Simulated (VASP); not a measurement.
Runs of VASP 6.6.1 on Be. The structure is that of space group P6_3/mmc (No. 194), or close to it. The cells are those of the table. 

| cell | gap on the mesh (eV) | pressure (GPa) |
| --- | --- | --- |
| a = 2.265, b = 2.265, c = 3.561 Å, angles 90.0, 90.0, 120.0°, 2 atoms | none | 0.2 |
| a = 2.170, b = 2.170, c = 3.413 Å, angles 90.0, 90.0, 120.0°, 2 atoms | none | (b) |
| a = 2.352, b = 2.352, c = 3.698 Å, angles 90.0, 90.0, 120.0°, 2 atoms | none | -11.6 |
| a = 2.203, b = 2.203, c = 3.464 Å, angles 90.0, 90.0, 120.0°, 2 atoms | none | 12.2 |
| a = 2.323, b = 2.323, c = 3.654 Å, angles 90.0, 90.0, 120.0°, 2 atoms | none | (a) |
| a = 2.234, b = 2.234, c = 3.513 Å, angles 90.0, 90.0, 120.0°, 2 atoms | none | 5.7 |
| a = 2.294, b = 2.294, c = 3.608 Å, angles 90.0, 90.0, 120.0°, 2 atoms | none | -4.4 |

Alike in all rows: task single point; level r2SCAN; potentials or basis VASP PAW PBE potentials, release 64 (Be); no spin polarisation; k mesh 26 × 26 × 15; cutoff (eV) 520; smearing fermi-dirac 0.1 eV.

Task: Estimate the missing entries.

Result: (a) -8.3; (b) 19.9.

Caveats: the PAW data sets were made with another functional, which shifts forces and pressure a little; the cell stands under pressure (at least some runs); the cell stands under tension (at least some runs).

A gap of «none» marks levels without a gap at the run's occupations.
